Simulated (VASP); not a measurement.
**SiNi2: single point with PBEsol**

SiNi2:

```
Si Ni
1.0
     3.86846    0.00000    0.00000
    -1.93423    3.35019    0.00000
     0.00000    0.00000    4.91699
Si Ni
2 4
Direct
  0.33333 0.66667 0.75000
  0.66667 0.33333 0.25000
  0.00000 0.00000 0.94661
  0.00000 0.00000 0.55339
  0.33333 0.66667 0.25000
  0.66667 0.33333 0.75000
```

This cell differs from its parent crystal: atoms displaced along a vibrational mode.

```
Program             : VASP 6.6.1
Task                : single point
Functional          : PBEsol
Potentials or basis : VASP PAW PBE potentials, release 64 (Si, Ni)
Cutoff              : 520 eV
k mesh              : 12 × 12 × 10
Occupations         : gaussian, width 0.15 eV
Spin                : no spin polarisation
```

* Pressure: 13.8 GPa
* Largest force: 8.666 eV/Å
* Band gap on the k mesh: zero (bands 24 and 25 overlap by 3.29 eV)

Forces in eV/Å, atoms in the order of the input:
```
Si   0.000  0.000  0.000
Si   0.000  0.000  0.000
Ni   0.000  0.000  8.666
Ni   0.000  0.000 -8.666
Ni   0.000  0.000  0.000
Ni   0.000  0.000  0.000
```

Stress tensor (GPa, compression positive):
```
 6.87  0.00  0.00
 0.00  6.87  0.00
 0.00  0.00 27.68
```

Levels at points of the mesh, in eV from the Fermi level:
| k point | band 20 | band 21 | band 22 | band 23 | band 24 | band 25 | band 26 | band 27 | band 28 | band 29 |
| --- | --- | --- | --- | --- | --- | --- | --- | --- | --- | --- |
| (0.00, 0.00, 0.00) | -1.12 | -0.72 | -0.72 | 0.01 | 2.59 | 2.59 | 2.71 | 2.79 | 2.79 | 3.36 |
| (0.50, 0.00, 0.00) | -1.39 | -1.35 | -1.28 | -0.82 | -0.71 | -0.33 | 0.76 | 1.68 | 2.88 | 3.33 |
| (0.00, 0.00, 0.50) | -1.16 | -1.09 | -1.09 | 2.06 | 2.33 | 2.94 | 2.94 | 3.48 | 3.56 | 3.56 |
| (0.50, 0.00, 0.50) | -1.61 | -1.50 | -1.07 | -1.02 | -0.48 | 0.44 | 1.21 | 2.73 | 3.01 | 5.25 |

Run time: 3.3 min on 1 thread of Intel(R) Xeon(R) Platinum 8488C (Sapphire Rapids), on a shared host, peak memory 0.32 GiB.

Caveat: the cell differs from its parent crystal (atoms displaced along a vibrational mode); the cell stands under pressure; the PAW data sets were made with another functional, which shifts forces and pressure a little. Spin polarisation is off, so any magnetic state and its effect on volume and gap are missing.
